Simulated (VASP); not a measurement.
MgS (Niningerite), 2 atoms in the cell. The structure is cubic, space group Fm-3m (No. 225). Conventional cell: a = 5.203 Å, b = 5.203 Å, c = 5.203 Å, α = 90.00°, β = 90.00°, γ = 90.00°. Within 3.4 Å of Mg (site symmetry m-3m) lie 6 S at 2.60 Å. S (site symmetry m-3m) has 6 Mg at 2.60 Å within 3.4 Å. 

| Item | Value |
| --- | --- |
| Program | VASP 6.6.1 |
| Task | single point |
| Functional | PBE |
| Potentials or basis | VASP PAW PBE potentials, release 64 (Mg, S) |
| Cutoff | 520 eV |
| k mesh | 8 × 8 × 8 |
| Occupations | gaussian, width 0.01 eV |
| Spin | no spin polarisation |
| Dipole correction | no |
| Further INCAR settings | ALGO = Normal; EDIFF = 1e-07; NBANDS = 11 |

Potentials or basis: VASP PAW PBE potentials, release 64 (Mg, S).

Launch:

```bash
$ cat potpaw_PBE.64/Mg/POTCAR potpaw_PBE.64/S/POTCAR > POTCAR
$ mpirun -np 1 vasp_std > vasp.out
```

Hardware: 1 thread of Intel(R) Xeon(R) Platinum 8175M CPU @ 2.50GHz (Skylake/Cascade Lake), on a shared host.

Estimate the wall time of this run.

Wall time 14 s on 1 thread of Intel(R) Xeon(R) Platinum 8175M CPU @ 2.50GHz (Skylake/Cascade Lake), with other jobs on the host, peak memory 0.16 GiB. Counts: scf iterations 13, k points 29.
